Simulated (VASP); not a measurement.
Write the native input for VASP 6.6.1 that does the following.

| Quantity | Value |
| --- | --- |
| Task | single point |
| Functional | PBE |
| Potentials or basis | VASP PAW PBE potentials, release 64 (O) |
| Cutoff | 520 eV |
| k mesh | 8 × 8 × 8 |
| Occupations | gaussian, width 0.1 eV |
| Spin | no spin polarisation |
| Dipole correction | no |
| Further INCAR settings | ALGO = Normal; EDIFF = 1e-07; NBANDS = 13 |

The structure of O lies in POSCAR:

```
O
1.0
    0.0000000000      2.2665817997      2.2665817997
    2.2665817997      0.0000000000      2.2665817997
    2.2665817997      2.2665817997      0.0000000000
O
2
Direct
    0.5000000000      0.5000000000      0.5000000000
    0.7500000000      0.7500000000      0.7500000000
```

This cell differs from its parent crystal: Se replaced by O, lengths x 0.730, strained.

These files were run (other wordings do the same):

INCAR

```
SYSTEM = O
ALGO = Normal ; EDIFF = 1E-7
ENCUT = 520 ; GGA = PE
ISIF = 2 ; ISMEAR = 0
LASPH = .True. ; LCHARG = .True.
LELF = .True. ; LREAL = .False.
LVHAR = .True. ; LWAVE = .False.
NBANDS = 13 ; NELM = 100
PREC = Accurate ; SIGMA = 0.1
```

KPOINTS

```
k-points
0
Gamma
  8 8 8
  0 0 0
```

Potentials or basis: VASP PAW PBE potentials, release 64 (O).

Launch:

```bash
$ cat potpaw_PBE.64/O/POTCAR > POTCAR
$ mpirun -np 1 vasp_std > vasp.out
```

Results of the run:

```json
{"Pressure": "-8.7 GPa", "Band gap on the k mesh": "zero (band 6 reaches -0.10 eV, above the bottom of band 7 at -1.03 eV)"}
```

Caveat: the cell differs from its parent crystal (Se replaced by O, lengths x 0.730, strained).

Wall time 4.1 s on 1 thread of Intel(R) Xeon(R) Platinum 8488C (Sapphire Rapids), on a shared host, peak memory 0.13 GiB.
